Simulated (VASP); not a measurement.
SnO, 2 atoms in the cell. It takes space group I-4m2 (No. 119, tetragonal). The conventional cell has a = 3.945 Å, b = 3.945 Å, c = 5.079 Å, α = 90.00°, β = 90.00°, γ = 90.00°. Sn (site symmetry -4m2) has 4 O at 2.35 Å within 3.1 Å. O (site symmetry -4m2) has 4 Sn at 2.35 Å within 3.1 Å.  This cell differs from its parent crystal: epitaxial xy strain +3.0%.

| Property | Result |
| --- | --- |
| Program | VASP 6.6.1 |
| Task | single point |
| Functional | r2SCAN |
| Potentials or basis | VASP PAW PBE potentials, release 64 (Sn_d, O) |
| Cutoff | 520 eV |
| k mesh | 8 × 8 × 8 |
| Occupations | fermi-dirac, width 0.02 eV |
| Spin | no spin polarisation |
| Dipole correction | no |
| Further INCAR settings | ALGO = Normal; EDIFF = 1e-07; NBANDS = 17 |

Potentials or basis: VASP PAW PBE potentials, release 64 (Sn_d, O).

Command:

```sh
$ cat potpaw_PBE.64/Sn_d/POTCAR potpaw_PBE.64/O/POTCAR > POTCAR
$ cp INCAR.step1 INCAR
$ mpirun -np 1 vasp_std > vasp.out
$ cp INCAR.step2 INCAR
$ mpirun -np 1 vasp_std > vasp.out
```

Hardware: 1 thread of AMD EPYC 7R13 Processor (Zen 3), with other jobs on the host.

Question: How long does it take, and how much memory?

Answer: It took 2.7 min on 1 thread of AMD EPYC 7R13 Processor (Zen 3) (shared host), peak memory 0.16 GiB. Counts: k points 59.
